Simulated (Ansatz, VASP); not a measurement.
One calculation of TaN, two programs

```
Ta N
1.0
     0.00000    2.18741    2.18741
     2.18741    0.00000    2.18741
     2.18741    2.18741    0.00000
Ta N
1 1
Direct
  0.00000 0.00000 0.00000
  0.50000 0.50000 0.50000
```

Alike in both runs: functional PBEsol; k mesh 16 × 16 × 16; occupations gaussian, width 0.1 eV; no spin polarisation.

Ansatz relaxed the structure, and its values are those at the end. VASP's run is a single point on that final structure, the one shown.

```csv
,VASP,Ansatz
version,VASP 6.6.1,Ansatz 0.2.0
potentials or method,"VASP PAW PBE potentials, release 64 (Ta_sv_GW, N), cutoff 700 eV","scalar-relativistic, plane waves, PAW"
valence electrons in the cell,18,18
```

```csv
,VASP,Ansatz,Ansatz less VASP
gap on the k mesh at the Fermi level (eV),none,none,-
pressure (GPa),0.2,0.0,-0.25
```

VASP's potentials were made for PBE, not for PBEsol, and Ansatz warns of the same on its side. A gap of «none» marks a metal or a gap that the smearing closes.

Spin-orbit coupling is off throughout.
